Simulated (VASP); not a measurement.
# NaCl in VASP: a series of runs, part 2 of 2

VASP 6.6.1.

**4. Single point, PBE (strain -0.040 along x and y, +0.000 along z)**

Input file INCAR:

```
ALGO     = Normal         # electronic algorithm
EDIFF    = 1E-6           # SCF threshold, eV
ENCUT    = 520            # plane-wave cutoff, eV
GGA      = PE             # functional
ISIF     = 2              # what is computed and relaxed
ISMEAR   = 0              # smearing method
LASPH    = True           # aspherical terms in the spheres
LCHARG   = False          # write CHGCAR
LREAL    = False          # projectors in reciprocal space
LWAVE    = False          # write WAVECAR
NBANDS   = 14             # bands
NELM     = 60             # most SCF steps
PREC     = Accurate       # precision mode
SIGMA    = 0.05           # smearing width, eV
```

Input file KPOINTS:

```
k-points
0
Gamma
  8 8 8
```

Input file POSCAR:

```
NaCl
1.0
    0.0000000000      2.7184800000      2.8317500000
    2.7184800000      0.0000000000      2.8317500000
    2.7184800000      2.7184800000      0.0000000000
Na Cl
1 1
Direct
    0.0000000000      0.0000000000      0.0000000000
    0.5000000000      0.5000000000      0.5000000000
```

Potentials or basis: VASP PAW PBE potentials, release 64 (Na_pv, Cl).

Started as:

```console
> cat potpaw_PBE.64/Na_pv/POTCAR potpaw_PBE.64/Cl/POTCAR > POTCAR
> mpirun -np 1 vasp_std > vasp.out
```

OUTCAR:

```text
EDIFF = 1E-6
   ENCUT = 520
   GGA = PE
   ISIF = 2
   ISMEAR = 0
   LASPH = True
   LREAL = False
   NELM = 60
   PREC = Accurate

 ion  position               nearest neighbor table
   1  0.000  0.000  0.000-   2 2.72   2 2.72   2 2.72   2 2.72
   2  0.500  0.500  0.500-   1 2.72   1 2.72   1 2.72   1 2.72

  LATTYP: Found a body centered tetragonal cell.
 ALAT       =     3.8445112850
 C/A-ratio  =     1.4731391275

  Lattice vectors:

 A1 = (  -2.7184800000,   0.0000000000,   2.8317500000)
 A2 = (   2.7184800000,   0.0000000000,   2.8317500000)
 A3 = (   0.0000000000,   2.7184800000,  -2.8317500000)

Analysis of symmetry for initial positions (statically):
=====================================================================
 Subroutine PRICEL returns:
 Original cell was already a primitive cell.

 Routine SETGRP: Setting up the symmetry group for a
 body centered tetragonal supercell.

 Subroutine GETGRP returns: Found 16 space group operations
 (whereof 16 operations were pure point group operations)
 out of a pool of 16 trial point group operations.

The static configuration has the point symmetry D_4h.

Analysis of symmetry for dynamics (positions and initial velocities):
=====================================================================
 Subroutine PRICEL returns:
 Original cell was already a primitive cell.

 Routine SETGRP: Setting up the symmetry group for a
 body centered tetragonal supercell.

 Subroutine GETGRP returns: Found 16 space group operations
 (whereof 16 operations were pure point group operations)
 out of a pool of 16 trial point group operations.

The dynamic configuration has the point symmetry D_4h.

 Subroutine INISYM returns: Found 16 space group operations
 (whereof 16 operations are pure point group operations),
 and found     1 'primitive' translations

----------------------------------------------------------------------------------------
[... 122 lines left out ...]
   LEPSILON=     F    determine dielectric tensor
   LRPA    =     F    only Hartree local field effects (RPA)
 non-spin polarized calculation
 Gauss-broadening in eV      SIGMA  =   0.05
  energy-cutoff  :      520.00
  volume of cell :       41.85
 maximum number of plane-waves:      1140
 NGX is ok and might be reduce to    30
   NGX = 15   NGY = 15   NGZ = 15

 number of electron      14.0000004 magnetization

 Free energy of the ion-electron system (eV)
  ---------------------------------------------------
  ext. energy  EPLUGINS =         0.00000000
  ---------------------------------------------------
  free energy    TOTEN  =        -6.73251981 eV

  energy without entropy =       -6.73251981  energy(sigma->0) =       -6.73251981

 E-fermi :  -0.0232     XC(G=0):  -8.4639

 val. band max:       -0.2991480229   @ k =   0.0000   0.0000   0.0000
 cond. band min:       5.0745581869   @ k =   0.0000   0.0000   0.0000
 fundamental gap:      5.3737062097
 Fermi energy:        -0.0231914772

 k-point     1 :       0.0000    0.0000    0.0000
  band No.  band energies     occupation
      1     -21.0069      2.00000
      2     -21.0019      2.00000
      3     -21.0019      2.00000
      4     -13.1399      2.00000
      5      -0.3203      2.00000
      6      -0.3203      2.00000
      7      -0.2991      2.00000
      8       5.0746      0.00000
      9      10.6649      0.00000
     10      10.9887      0.00000
     11      10.9887      0.00000
     12      12.8646      0.00000
     13      13.3845      0.00000
     14      14.8607      0.00000
[... 377 lines left out ...]
      1     -21.0332      2.00000
      2     -21.0103      2.00000
      3     -21.0053      2.00000
      4     -12.8040      2.00000
      5      -1.9908      2.00000
      6      -0.6805      2.00000
      7      -0.6583      2.00000
      8       7.3425      0.00000
      9       9.6550      0.00000
     10      10.6287      0.00000
     11      11.3528      0.00000
     12      13.5297      0.00000
     13      14.8887      0.00000
     14      16.5361      0.00000

 [... further k-points ...]

------------------------ aborting loop because EDIFF is reached ----------------------------------------

  FORCE on cell =-STRESS in cart. coord.  units (eV):
  Direction    XX          YY          ZZ          XY          YZ          ZX
  --------------------------------------------------------------------------------------
  -------------------------------------------------------------------------------------
  Total        1.0009702      1.0009702      0.3872345      0.0000000      0.0000000      0.0000000
  in kB       38.3172678     38.3172678     14.8233873      0.0000000      0.0000000      0.0000000
  external PRESSURE =      30.4859743 kB  Pullay stress =       0.0000000 kB

 VOLUME and BASIS-vectors are now :
 -----------------------------------------------------------------------------
  energy-cutoff  :      520.00
  volume of cell :       41.85
      direct lattice vectors                 reciprocal lattice vectors
     0.000000000  2.718480000  2.831750000    -0.183926312  0.183926312  0.176569259
     2.718480000  0.000000000  2.831750000     0.183926312 -0.183926312  0.176569259
     2.718480000  2.718480000  0.000000000     0.183926312  0.183926312 -0.176569259

 POSITION                                       TOTAL-FORCE (eV/Angst)
 -----------------------------------------------------------------------------------
      0.00000      0.00000      0.00000        -0.000000      0.000000     -0.000000
      2.71848      2.71848      2.83175         0.000000     -0.000000      0.000000
 -----------------------------------------------------------------------------------
    total drift:                               -0.000000      0.000000      0.000000

  FREE ENERGIE OF THE ION-ELECTRON SYSTEM (eV)
  ---------------------------------------------------
  free  energy   TOTEN  =        -6.7325198112 eV

  energy  without entropy=       -6.7325198112  energy(sigma->0) =       -6.73251981
```

OSZICAR:

```text
N       E                     dE             d eps       ncg     rms          rms(c)
DAV:   1     0.103761717551E+03    0.10376E+03   -0.70735E+03  1652   0.101E+03
DAV:   2     0.109559560042E+01   -0.10267E+03   -0.93858E+02  1802   0.280E+02
DAV:   3    -0.679649578100E+01   -0.78921E+01   -0.78492E+01  2108   0.726E+01
DAV:   4    -0.691856796692E+01   -0.12207E+00   -0.12202E+00  1988   0.952E+00
DAV:   5    -0.692122956720E+01   -0.26616E-02   -0.26614E-02  2116   0.145E+00    0.219E+00
DAV:   6    -0.673911404748E+01    0.18212E+00   -0.29330E-01  2144   0.330E+00    0.164E+00
DAV:   7    -0.672736976291E+01    0.11744E-01   -0.81074E-02  2252   0.170E+00    0.112E+00
DAV:   8    -0.673255179745E+01   -0.51820E-02   -0.92151E-03  1874   0.852E-01    0.304E-01
DAV:   9    -0.673243002086E+01    0.12178E-03   -0.21480E-04  2114   0.118E-01    0.152E-01
DAV:  10    -0.673252691955E+01   -0.96899E-04   -0.24824E-04  1964   0.136E-01    0.541E-02
DAV:  11    -0.673251943313E+01    0.74864E-05   -0.16150E-05  2156   0.410E-02    0.987E-03
DAV:  12    -0.673251981118E+01   -0.37805E-06   -0.16418E-06  1916   0.131E-02
   1 F= -.67325198E+01 E0= -.67325198E+01  d E =-.330257E-17
```

Run time: 57 s. Hardware: 1 thread of Intel Xeon 8259CL, shared host; peak memory 0.17 GiB.

What came out:

```yaml
Free_energy: -6.7325 eV
Pressure: 3.0 GPa
Band_gap_on_the_k_mesh: 5.37 eV
```

Caveat: the cell differs from its parent crystal (strain -0.040 along x and y, +0.000 along z); the cell stands under pressure.

**5. Single point, PBE (strain +0.040 along x and y, +0.080 along z)**

Input file INCAR:

```
SYSTEM = NaCl
ALGO = Normal
EDIFF = 1E-6
ENCUT = 520
GGA = PE
ISIF = 2
ISMEAR = 0
LASPH = .TRUE.
LCHARG = .FALSE.
LREAL = .FALSE.
LWAVE = .FALSE.
NBANDS = 14
NELM = 80
PREC = Accurate
SIGMA = 0.05
```

Input file KPOINTS:

```
k-points
0
G
  8 8 8
  0 0 0
```

Input file POSCAR:

```
NaCl
1.0
    0.0000000000      2.9450200000      3.0582900000
    2.9450200000      0.0000000000      3.0582900000
    2.9450200000      2.9450200000      0.0000000000
Na Cl
1 1
Direct
    0.0000000000      0.0000000000      0.0000000000
    0.5000000000      0.5000000000      0.5000000000
```

Started as:

```console
> cat potpaw_PBE.64/Na_pv/POTCAR potpaw_PBE.64/Cl/POTCAR > POTCAR
> mpirun -np 1 vasp_std > vasp.out
```

It took 41 s on 1 thread of Intel Xeon 8259CL, shared host; peak memory 0.19 GiB.

Results (log left out):

```
Free energy            : -6.7187 eV
Pressure               : -2.4 GPa
Band gap on the k mesh : 4.51 eV
```

Stress tensor (GPa, compression positive):
```
-2.22  0.00  0.00
 0.00 -2.22  0.00
 0.00  0.00 -2.64
```

Levels at points of the mesh, in eV from the valence-band top:
```
           k point  band 4  band 5  band 6  band 7  band 8  band 9  band 10  band 11
(0.00, 0.00, 0.00)  -12.36   -0.03   -0.03    0.00    4.51   10.72    10.97    10.97
(0.50, 0.00, 0.00)  -12.16   -1.50   -0.22   -0.19    6.93    9.31    10.36    10.68
(0.50, 0.50, 0.00)  -12.14   -1.28   -0.44   -0.44    7.00    8.22     9.95    13.49
(0.50, 0.00, 0.50)  -12.12   -1.28   -0.54   -0.44    7.02    8.09    10.29    13.03
```

Caveat: the cell differs from its parent crystal (strain +0.040 along x and y, +0.080 along z). A k mesh can miss the band edges.

**6. Summary**

```csv
cell,gap on the mesh (eV),pressure (GPa)
"a = 3.684 Å, angles 60.0°, 2 atoms",6.20,11.8
"a = 4.165 Å, angles 60.0°, 2 atoms",4.65,-1.9
"a = 3.925, b = 3.925, c = 3.845 Å, angles 60.7, 60.7, 58.6°, 2 atoms",5.37,3.0
"a = 4.246, b = 4.246, c = 4.165 Å, angles 60.6, 60.6, 58.7°, 2 atoms",4.51,-2.4
```

Alike in all rows: task single point; level PBE; potentials or basis VASP PAW PBE potentials, release 64 (Na_pv, Cl); no spin polarisation; k mesh 8 × 8 × 8; cutoff (eV) 520; smearing gaussian 0.05 eV.

Caveats: the cell stands under pressure (at least some runs).

Total energies depend on the potentials used, so only differences within one code and one set of settings carry meaning.
